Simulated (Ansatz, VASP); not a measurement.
# Si2Ge in VASP and in Ansatz

```
Si Ge
1.0
     3.60461    0.00000    0.00000
    -1.80230    3.12168    0.00000
     0.00000    0.00000    8.82945
Si Ge
4 2
Direct
  0.33333 0.66667 0.54167
  0.66667 0.33333 0.20833
  0.33333 0.66667 0.79167
  0.66667 0.33333 0.45833
  0.00000 0.00000 0.87500
  0.00000 0.00000 0.12500
```

Alike in both runs: task single point; functional PBE; k mesh 6 × 6 × 2; occupations gaussian, width 0.1 eV; no spin polarisation.

```csv
,VASP,Ansatz
version,VASP 6.6.1,Ansatz 0.2.0
potentials or method,"VASP PAW PBE potentials, release 64 (Si, Ge_d), cutoff 520 eV","scalar-relativistic, plane waves, PAW"
valence electrons in the cell,44,44
```

Ansatz gave:

| Quantity | Value |
| --- | --- |
| gap on the k mesh at the Fermi level (eV) | 0.19 |
| least direct gap on the mesh (eV) | 1.87 |
| rms of the force components (eV/Å) | 0.376 |

Problem. What did VASP give for the same quantities?

Solution. gap on the k mesh at the Fermi level (eV): 0.19; least direct gap on the mesh (eV): 1.87; rms of the force components (eV/Å): 0.377.

Atom by atom the forces differ by 0.005 eV/Å (rms over components). With one functional, cell and mesh, what is left measures potentials, basis and numerics.
